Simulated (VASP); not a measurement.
Set up this calculation in VASP 6.6.1, as the native input.

```
Task                   : single point
Functional             : PBEsol
Potentials or basis    : VASP PAW PBE potentials, release 64 (Cu, N)
Cutoff                 : 600 eV
k mesh                 : 10 × 10 × 10
Occupations            : fermi-dirac, width 0.08 eV
Spin                   : no spin polarisation
Dipole correction      : no
Further INCAR settings : ALGO = Normal; EDIFF = 1e-06; NBANDS = 27
```

The structure of Cu3N lies in POSCAR:

```
Cu3N
1.0
    3.7377200000      0.0000000000      0.0000000000
    0.0000000000      3.7377200000      0.0000000000
    0.0000000000      0.0000000000      3.8140000000
Cu N
3 1
Direct
    0.5000000000      0.0000000000      0.0000000000
    0.0000000000      0.5000000000      0.0000000000
    0.0000000000      0.0000000000      0.5000000000
    0.0000000000      0.0000000000      0.0000000000
```

This cell differs from its parent crystal: equal xx and yy strain of -2 %.

The input as run:

INCAR

```
SYSTEM = Cu3N
ALGO     = Normal         ! electronic algorithm
EDIFF    = 1E-6           ! SCF threshold, eV
ENCUT    = 600            ! plane-wave cutoff, eV
GGA      = PS             ! functional
GGA_COMPAT= .False.      
ISIF     = 2              ! what is computed and relaxed
ISMEAR   = -1             ! smearing method
LASPH    = .True.         ! aspherical terms in the spheres
LCHARG   = .False.        ! write CHGCAR
LREAL    = .False.        ! projectors in reciprocal space
LWAVE    = .False.        ! write WAVECAR
NBANDS   = 27             ! bands
NELM     = 120            ! most SCF steps
PREC     = Accurate       ! precision mode
SIGMA    = 0.08           ! smearing width, eV
```

KPOINTS

```
k-points
0
Gamma
  10 10 10
  0 0 0
```

Potentials or basis: VASP PAW PBE potentials, release 64 (Cu, N).

Run with:

```console
$ cat potpaw_PBE.64/Cu/POTCAR potpaw_PBE.64/N/POTCAR > POTCAR
$ mpirun -np 1 vasp_std > vasp.out
```

It gave:

```yaml
Pressure: 1.0 GPa
```

Caveat: the cell differs from its parent crystal (equal xx and yy strain of -2 %); the PAW data sets were made with another functional, which shifts forces and pressure a little.

Wall time 5.6 min on 1 thread of Intel Xeon 8259CL (shared host), peak memory 0.3 GiB.
